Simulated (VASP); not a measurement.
Set up this calculation in VASP 6.6.1, as the native input.

| Property | Result |
| --- | --- |
| Task | relaxation of shape and atoms at fixed volume |
| Functional | PBE |
| Potentials or basis | VASP PAW PBE potentials, release 64 (Cl) |
| Cutoff | 600 eV |
| k mesh | 16 × 16 × 16 |
| Occupations | fermi-dirac, width 0.08 eV |
| Spin | no spin polarisation |
| Dipole correction | no |
| Further INCAR settings | ALGO = Normal; EDIFF = 1e-07; IBRION = 2; EDIFFG = -0.005; NSW = 50; ISIF = 4 |

The structure of Cl lies in POSCAR:

```
Cl
1.0
   -2.0086939450      2.0086939450      1.3964973141
    2.0086939450     -2.0086939450      1.3964973141
    2.0086939450      2.0086939450     -1.3964973141
Cl
2
Direct
   -0.3750000000     -0.1250000000     -0.2500000000
    0.3750000000      0.1250000000      0.2500000000
```

These files were run (other wordings do the same):

INCAR

```
SYSTEM = Cl
  PREC = Accurate
  ENCUT = 600
  EDIFF = 1E-7
  ISMEAR = -1
  SIGMA = 0.08
  LREAL = .False.
  LASPH = .True.
  NELM = 100
  ALGO = Normal
  ISIF = 4
  LWAVE = .False.
  LCHARG = .False.
  GGA = PE
  IBRION = 2
  NSW = 50
  EDIFFG = -0.005
```

KPOINTS

```
Automatic mesh
0
Gamma
  16 16 16
  0 0 0
```

Potentials or basis: VASP PAW PBE potentials, release 64 (Cl).

The run is started by

```bash
$ cat potpaw_PBE.64/Cl/POTCAR > POTCAR
$ mpirun -np 1 vasp_std > vasp.out
```

Results of the run:

The energy gained by relaxing is 429.1 meV/atom and the ionic steps are 8. The pressure after relaxing is 119.6 GPa and the band gap on the k mesh is zero (bands 7 and 8 overlap by 8.01 eV).

Run time: 14 min on 1 thread of Intel Xeon 8259CL, on a shared host, peak memory 0.23 GiB.
